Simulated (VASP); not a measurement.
**W: single point with PBEsol**

The system is W.

```
CELL_PARAMETERS angstrom
-1.46952 1.46952 1.66119
1.46952 -1.46952 1.66119
1.46952 1.46952 -1.66119
ATOMIC_POSITIONS crystal
W 0.00000 0.00000 0.00000
```

This cell differs from its parent crystal: strain -0.080 along x and y, +0.040 along z.

```
Program             : VASP 6.6.1
Task                : single point
Functional          : PBEsol
Potentials or basis : VASP PAW PBE potentials, release 64 (W_sv)
Cutoff              : 520 eV
k mesh              : 20 × 20 × 20
Occupations         : gaussian, width 0.15 eV
Spin                : no spin polarisation
```

```
Pressure               : 38.5 GPa
Band gap on the k mesh : zero (bands 7 and 8 overlap by 6.79 eV)
```

Stress tensor (GPa, compression positive):
```
51.32  0.00  0.00
 0.00 51.32  0.00
 0.00  0.00 12.72
```

Levels at points of the mesh, in eV from the Fermi level:
```tsv
k point	band 3	band 4	band 5	band 6	band 7	band 8	band 9	band 10	band 11	band 12
(0.00, 0.00, 0.00)	-37.40	-37.40	-10.20	-1.80	-1.80	-0.12	1.14	3.39	13.38	15.76
(0.50, 0.00, 0.00)	-37.88	-37.42	-6.95	-3.37	0.83	0.91	4.00	6.74	11.91	12.40
(0.50, 0.50, 0.00)	-38.08	-37.57	-7.02	-5.14	1.88	4.02	4.46	7.31	11.70	13.56
(0.50, 0.50, 0.50)	-38.46	-38.46	-6.90	-6.48	5.59	6.18	6.18	6.97	10.26	10.26
```

Run time: 2.9 min on 1 thread of Intel Xeon 8259CL (shared host), peak memory 0.23 GiB.

Caveat: the cell differs from its parent crystal (strain -0.080 along x and y, +0.040 along z); the stress differs along the axes, from 13 to 51 GPa; the PAW data sets were made with another functional, which shifts forces and pressure a little; spin-orbit coupling is left out, which moves the levels of the heavy elements.
